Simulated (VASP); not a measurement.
# Ta2C (P-3m1) in VASP: notebook, part 2 of 3

VASP 6.6.1. The steps go on from the part before.

## Step 3: Single point, PBEsol

This run uses another cell than the first one, of the same volume but with other edges.

Input file INCAR:

```
SYSTEM = Ta2C
ALGO     = Normal         ! electronic algorithm
EDIFF    = 1E-6           ! SCF threshold, eV
ENCUT    = 520            ! plane-wave cutoff, eV
GGA      = PS             ! functional
ISIF     = 2              ! what is computed and relaxed
ISMEAR   = 0              ! smearing method
LASPH    = .True.         ! aspherical terms in the spheres
LCHARG   = .False.        ! write CHGCAR
LREAL    = .False.        ! projectors in reciprocal space
LWAVE    = .False.        ! write WAVECAR
NBANDS   = 20             ! bands
NELM     = 60             ! most SCF steps
PREC     = Accurate       ! precision mode
SIGMA    = 0.15           ! smearing width, eV
```

Input file KPOINTS:

```
k-points
0
Gamma
  18 18 12
  0 0 0
```

Input file POSCAR:

```
Ta2C
1.0
    2.9127894811      0.0000000000      0.0000000000
   -1.4563947406      2.5225496865      0.0000000000
    0.0000000000      0.0000000000      5.5570966170
Ta C
2 1
Direct
    0.3333333333      0.6666666667      0.2528761935
    0.6666666667      0.3333333333      0.7471238065
    0.0000000000      0.0000000000      0.0000000000
```

Potentials or basis: VASP PAW PBE potentials, release 64 (Ta_pv, C).

Command:

```sh
cat potpaw_PBE.64/Ta_pv/POTCAR potpaw_PBE.64/C/POTCAR > POTCAR
mpirun -np 1 vasp_std > vasp.out
```

Run time: 3.8 min. Hardware: 1 thread of Intel Xeon Platinum 8259CL at 2.50GHz (Skylake/Cascade Lake), shared host; peak memory 0.4 GiB.

Results (log left out):

```yaml
Free_energy: -35.6398 eV
Pressure: 3.6 GPa
Largest_force: 0.677 eV/Å
Band_gap_on_the_k_mesh: zero (bands 13 and 14 overlap by 0.61 eV)
```

Forces on the atoms (eV/Å):
```
Ta   0.000  0.000 -0.677
Ta   0.000  0.000  0.677
C    0.000  0.000  0.000
```

Stress tensor (GPa, compression positive):
```
 26.22   0.00   0.00
  0.00  26.22   0.00
  0.00   0.00 -41.51
```

Levels at points of the mesh, in eV from the Fermi level:
| k point | band 9 | band 10 | band 11 | band 12 | band 13 | band 14 | band 15 | band 16 | band 17 | band 18 |
| --- | --- | --- | --- | --- | --- | --- | --- | --- | --- | --- |
| (0.00, 0.00, 0.00) | -4.01 | -2.44 | -2.44 | -1.41 | 0.51 | 0.51 | 2.09 | 2.52 | 2.52 | 2.56 |
| (0.50, 0.00, 0.00) | -5.17 | -3.94 | -3.05 | -1.33 | -0.25 | 1.43 | 4.10 | 5.02 | 5.36 | 5.75 |
| (0.00, 0.00, 0.50) | -3.19 | -2.55 | -2.55 | -2.18 | 0.26 | 0.26 | 2.76 | 3.06 | 3.06 | 3.36 |
| (0.50, 0.00, 0.50) | -5.27 | -3.23 | -2.78 | -0.93 | -0.59 | 0.56 | 2.23 | 4.33 | 5.82 | 6.12 |

Caveat: the stress differs along the axes, from -42 to 26 GPa; the PAW data sets were made with another functional, which shifts forces and pressure a little; spin-orbit coupling is left out, which moves the levels of the heavy elements.

## Step 4: Single point, PBEsol

This run uses another cell than the first one, of the same volume but with other edges.

Input file INCAR:

```
PREC     = Accurate       # precision mode
ENCUT    = 520            # plane-wave cutoff, eV
EDIFF    = 1E-6           # SCF threshold, eV
ISMEAR   = 0              # smearing method
SIGMA    = 0.15           # smearing width, eV
LREAL    = False          # projectors in reciprocal space
LASPH    = True           # aspherical terms in the spheres
NELM     = 60             # most SCF steps
ALGO     = Normal         # electronic algorithm
ISIF     = 2              # what is computed and relaxed
LWAVE    = False          # write WAVECAR
LCHARG   = False          # write CHGCAR
GGA      = PS             # functional
NBANDS   = 20             # bands
```

Input file KPOINTS:

```
regular mesh
0
Gamma
  18 18 12
```

Input file POSCAR:

```
Ta2C
1.0
    3.1825377990      0.0000000000      0.0000000000
   -1.5912688995      2.7561585824      0.0000000000
    0.0000000000      0.0000000000      4.6549926737
Ta C
2 1
Direct
    0.3333333333      0.6666666667      0.2528761935
    0.6666666667      0.3333333333      0.7471238065
    0.0000000000      0.0000000000      0.0000000000
```

Potentials or basis: VASP PAW PBE potentials, release 64 (Ta_pv, C).

Command:

```sh
cat potpaw_PBE.64/Ta_pv/POTCAR potpaw_PBE.64/C/POTCAR > POTCAR
mpirun -np 1 vasp_std > vasp.out
```

OUTCAR:

```text
PREC = Accurate
   ENCUT = 520
   EDIFF = 1E-6
   ISMEAR = 0
   LREAL = False
   LASPH = True
   NELM = 60
   ISIF = 2
   GGA = PS

 ion  position               nearest neighbor table
   1  0.333  0.667  0.253-   3 2.18   3 2.18   3 2.18   2 2.94   2 2.94   2 2.94   2 2.99   2 2.99
                             2 2.99
   2  0.667  0.333  0.747-   3 2.18   3 2.18   3 2.18   1 2.94   1 2.94   1 2.94   1 2.99   1 2.99
                             1 2.99
   3  0.000  0.000  0.000-   1 2.18   2 2.18   1 2.18   2 2.18   2 2.18   1 2.18

  LATTYP: Found a hexagonal cell.
 ALAT       =     3.1825377990
 C/A-ratio  =     1.4626668928

  Lattice vectors:

 A1 = (   3.1825377990,   0.0000000000,   0.0000000000)
 A2 = (  -1.5912688995,   2.7561585824,   0.0000000000)
 A3 = (   0.0000000000,   0.0000000000,   4.6549926737)

Analysis of symmetry for initial positions (statically):
=====================================================================
 Subroutine PRICEL returns:
 Original cell was already a primitive cell.

 Routine SETGRP: Setting up the symmetry group for a
 hexagonal supercell.

 Subroutine GETGRP returns: Found 12 space group operations
 (whereof 12 operations were pure point group operations)
 out of a pool of 24 trial point group operations.

The static configuration has the point symmetry D_3d.

Analysis of symmetry for dynamics (positions and initial velocities):
=====================================================================
 Subroutine PRICEL returns:
 Original cell was already a primitive cell.

 Routine SETGRP: Setting up the symmetry group for a
 hexagonal supercell.

 Subroutine GETGRP returns: Found 12 space group operations
 (whereof 12 operations were pure point group operations)
 out of a pool of 24 trial point group operations.

The dynamic configuration has the point symmetry D_3d.

 Subroutine INISYM returns: Found 12 space group operations
 (whereof 12 operations are pure point group operations),
 and found     1 'primitive' translations

----------------------------------------------------------------------------------------

                                     Primitive cell

  volume of cell :      40.8316

  direct lattice vectors                    reciprocal lattice vectors
     3.182537799  0.000000000  0.000000000     0.314214650  0.181411913  0.000000000
    -1.591268899  2.756158582  0.000000000     0.000000000  0.362823825  0.000000000
     0.000000000  0.000000000  4.654992674     0.000000000  0.000000000  0.214823109

  length of vectors
     3.182537799  3.182537799  4.654992674     0.362823825  0.362823825  0.214823109

  position of ions in fractional coordinates (direct lattice)
     0.333333333  0.666666667  0.252876194
     0.666666667  0.333333333  0.747123806
     0.000000000  0.000000000  0.000000000

  ion indices of the primitive-cell ions
   primitive index   ion index
                 1           1
                 2           2
                 3           3

----------------------------------------------------------------------------------------

 KPOINTS: regular mesh

Automatic generation of k-mesh.
 Grid dimensions read from file:
 generate k-points for:   18   18   12

 Generating k-lattice:

  Cartesian coordinates                     Fractional coordinates (reciprocal lattice)
     0.017456369  0.010078440  0.000000000     0.055555556  0.000000000  0.000000000
     0.000000000  0.020156879  0.000000000     0.000000000  0.055555556  0.000000000
     0.000000000  0.000000000  0.017901926     0.000000000  0.000000000  0.083333333

  Length of vectors
     0.020156879  0.020156879  0.017901926

  Shift w.r.t. Gamma in fractional coordinates (k-lattice)
     0.000000000  0.000000000  0.000000000

 Subroutine IBZKPT returns following result:
 ===========================================

 Found    394 irreducible k-points:

 Following reciprocal coordinates:
            Coordinates               Weight
  0.000000  0.000000  0.000000      1.000000
  0.055556  0.000000  0.000000      6.000000
  0.111111  0.000000  0.000000      6.000000
  0.166667  0.000000  0.000000      6.000000
  0.222222 -0.000000  0.000000      6.000000
  0.277778 -0.000000  0.000000      6.000000
[... 16 lines left out ...]
  0.333333  0.111111  0.000000     12.000000
  0.388889  0.111111  0.000000     12.000000
 [... further k-points ...]
   k-points           NKPTS =    394   k-points in BZ     NKDIM =    394   number of bands    NBANDS=     20
   number of dos      NEDOS =    301   number of ions     NIONS =      3
   total plane-waves  NPLWV =  20736
   dimension x,y,z NGX =    24 NGY =   24 NGZ =   36
   dimension x,y,z NGXF=    48 NGYF=   48 NGZF=   72
   ions per type =               2   1
   NGX,Y,Z   is equivalent  to a cutoff of  12.54, 12.54, 12.86 a.u.
   NGXF,Y,Z  is equivalent  to a cutoff of  25.07, 25.07, 25.71 a.u.
 SYSTEM =  unknown system
   PREC   = accura    normal or accurate (medium, high low for compatibility)
   ISTART =      0    job   : 0-new  1-cont  2-samecut
   ICHARG =      2    charge: 1-file 2-atom 10-const
   ISPIN  =      1    spin polarized calculation?
   LNONCOLLINEAR =      F non collinear calculations
   LSORBIT =      F    spin-orbit coupling
   LASPH  =      T    aspherical Exc in radial PAW
   ENCUT  =  520.0 eV  38.22 Ry    6.18 a.u.   5.92  5.92  8.66*2*pi/ulx,y,z
   NELM   =     60;   NELMIN=  2; NELMDL= -5     # of ELM steps
   EDIFF  = 0.1E-05   stopping-criterion for ELM
   LREAL  =      F    real-space projection
   EDIFFG = 0.1E-04   stopping-criterion for IOM
   NSW    =      0    number of steps for IOM
   IBRION =     -1    ionic relax: 0-MD 1-quasi-New 2-CG
   NFREE  =      0    steps in history (QN), initial steepest desc. (CG)
   ISIF   =      2    stress and relaxation
   ISYM   =      2    0-nonsym 1-usesym 2-fastsym
   POTIM  = 0.5000    time-step for ionic-motion
   TEBEG  =    0.0;   TEEND  =   0.0 temperature during run
   PSTRESS=    0.0 pullay stress
   NELECT =      26.0000    total number of electrons
   NUPDOWN=      -1.0000    fix difference up-down
   EMIN   =  10.00;   EMAX   =-10.00  energy-range for DOS
   EFERMI =   0.00;   METHOD = LEGACY
   ISMEAR =     0;   SIGMA  =   0.15  broadening in eV -4-tet -1-fermi 0-gaus
   EFERMI_NEDOS =   21; number of points for ismear=-14 and -15
   IALGO  =     38    algorithm
   IMIX   =      4    mixing-type and parameters
     AMIX     =   0.40;   BMIX     =  1.00
     AMIX_MAG =   1.60;   BMIX_MAG =  1.00
  volume/ion in A,a.u.               =      13.61        91.85
  Fermi-wavevector in a.u.,A,eV,Ry     =   1.408425  2.661537 26.989342  1.983661
  Thomas-Fermi vector in A             =   2.530584
   LORBIT       =      0    0 simple, 1 ext, 2 COOP (PROOUT), +10 PAW based schemes
   GGA     = PS    functional components
   LHFCALC =     F    Hartree Fock is set to
   AEXX    =    0.0000 exact exchange contribution
   IVDW    =     0    specifies the selected vdW correction
   LEPSILON=     F    determine dielectric tensor
   LRPA    =     F    only Hartree local field effects (RPA)
 non-spin polarized calculation
 Gauss-broadening in eV      SIGMA  =   0.15
  energy-cutoff  :      520.00
  volume of cell :       40.83
 maximum number of plane-waves:      1114
   NGX = 11   NGY = 11   NGZ = 17

 number of electron      26.0000002 magnetization

 Free energy of the ion-electron system (eV)
  ---------------------------------------------------
  ext. energy  EPLUGINS =         0.00000000
  ---------------------------------------------------
  free energy    TOTEN  =       -36.49253002 eV

  energy without entropy =      -36.48273735  energy(sigma->0) =      -36.48763369

 E-fermi :   6.3278     XC(G=0): -12.9387

 val. band max:        6.3224775003   @ k =   0.0000   0.1667   0.1667
 cond. band min:       6.3320441611   @ k =  -0.0556   0.1667   0.0833
 fundamental gap:      0.0095666608
 Fermi energy:         6.3277776270

 k-point     1 :       0.0000    0.0000    0.0000
  band No.  band energies     occupation
      1     -28.3185      2.00000
      2     -27.6627      2.00000
      3     -27.6627      2.00000
      4     -27.4834      2.00000
      5     -27.4834      2.00000
      6     -27.2585      2.00000
[... 12 lines left out ...]
     19       9.4494      0.00000
     20      14.0960      0.00000
[... 507 lines left out ...]
 k-point    24 :       0.3889    0.1111    0.0000
  band No.  band energies     occupation
      1     -28.1368      2.00000
      2     -27.9240      2.00000
      3     -27.8982      2.00000
      4     -27.8511      2.00000
      5     -27.5588      2.00000
      6     -27.5506      2.00000
[... 12 lines left out ...]
     19      11.8717      0.00000
     20      12.8373      0.00000

 [... further k-points ...]
[... 5 lines left out ...]
  --------------------------------------------------------------------------------------
  -------------------------------------------------------------------------------------
  Total       -2.0472420     -2.0472420      5.5033948      0.0000000      0.0000000      0.0000000
  in kB      -80.3309669    -80.3309669    215.9456585      0.0000000      0.0000000      0.0000000
  external PRESSURE =      18.4279082 kB  Pullay stress =       0.0000000 kB

 VOLUME and BASIS-vectors are now :
 -----------------------------------------------------------------------------
  energy-cutoff  :      520.00
  volume of cell :       40.83
      direct lattice vectors                 reciprocal lattice vectors
     3.182537799  0.000000000  0.000000000     0.314214650  0.181411913  0.000000000
    -1.591268899  2.756158582  0.000000000     0.000000000  0.362823825  0.000000000
     0.000000000  0.000000000  4.654992674     0.000000000  0.000000000  0.214823109

 POSITION                                       TOTAL-FORCE (eV/Angst)
 -----------------------------------------------------------------------------------
     -0.00000      1.83744      1.17714         0.000000     -0.000000      0.079407
      1.59127      0.91872      3.47786        -0.000000      0.000000     -0.079407
      0.00000      0.00000      0.00000         0.000000      0.000000      0.000000
 -----------------------------------------------------------------------------------
    total drift:                                0.000000     -0.000000      0.000000

  FREE ENERGIE OF THE ION-ELECTRON SYSTEM (eV)
  ---------------------------------------------------
  free  energy   TOTEN  =       -36.4925300182 eV

  energy  without entropy=      -36.4827373531  energy(sigma->0) =      -36.48763369
```

Wall time 3.5 min (1 thread of Intel Xeon Platinum 8259CL at 2.50GHz (Skylake/Cascade Lake), shared host); peak memory 0.39 GiB.

Results:

* Free energy: -36.4925 eV
* Pressure: 1.8 GPa
* Largest force: 0.079 eV/Å
* Band gap on the k mesh: zero (bands 13 and 14 overlap by 1.20 eV)

Forces on the atoms (eV/Å):
```
Ta   0.000  0.000  0.079
Ta   0.000  0.000 -0.079
C    0.000  0.000  0.000
```

Levels at points of the mesh, in eV from the Fermi level:
| k point | band 11 | band 12 | band 13 | band 14 | band 15 | band 16 |
| --- | --- | --- | --- | --- | --- | --- |
| (0.00, 0.00, 0.00) | -2.39 | 0.70 | 0.70 | 0.73 | 0.73 | 0.90 |
| (0.50, 0.00, 0.00) | -3.57 | -1.83 | -0.07 | 2.94 | 4.52 | 4.72 |
| (0.00, 0.00, 0.50) | -1.06 | -0.93 | -0.50 | -0.50 | 3.28 | 3.28 |
| (0.50, 0.00, 0.50) | -2.08 | -1.10 | -0.86 | 1.41 | 2.27 | 3.87 |

Caveat: the stress differs along the axes, from -8 to 22 GPa; the PAW data sets were made with another functional, which shifts forces and pressure a little; spin-orbit coupling is left out, which moves the levels of the heavy elements.

(Part 2 of 3 ends here.)

The gap in the log of VASP goes by the Fermi energy; the results here count the filled bands.